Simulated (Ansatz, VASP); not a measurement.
Two plane-wave programs on ZnAg2S2

```
CELL_PARAMETERS angstrom
4.34236 0.00000 0.00000
-2.17118 3.76060 0.00000
0.00000 0.00000 5.95448
ATOMIC_POSITIONS crystal
Zn 0.66667 0.33333 0.00000
Ag 0.66667 0.33333 0.50000
Ag 0.00000 0.00000 0.00000
S 0.33333 0.66667 0.74238
S 0.33333 0.66667 0.25762
```

Change from the starting cell: species swapped into the Sr2ZnSb2 type (P-6m2, No. 187).

Alike in both runs: functional PBE; k mesh 6 × 6 × 4; occupations gaussian, width 0.1 eV; no spin polarisation.

Ansatz relaxed the structure, and its values are those at the end. VASP's run is a single point on that final structure, the one shown.

|  | VASP | Ansatz |
| --- | --- | --- |
| version | VASP 6.6.1 | Ansatz 0.2.0 |
| potentials or method | VASP PAW PBE potentials, release 64 (Zn, Ag, S), cutoff 520 eV | scalar-relativistic, plane waves, PAW |
| valence electrons in the cell | 46 | 62 |

```tsv
	VASP	Ansatz	Ansatz less VASP
gap on the k mesh at the Fermi level (eV)	none	none	-
pressure (GPa)	0.0	0.0	0.00
rms of the force components (eV/Å)	0.013	0.012	-0.0008
```

A gap of «none» marks a metal or a gap that the smearing closes. VASP's potentials hold 46 valence electrons a cell and Ansatz's 62, so a difference there can come from the potentials and not from the codes.
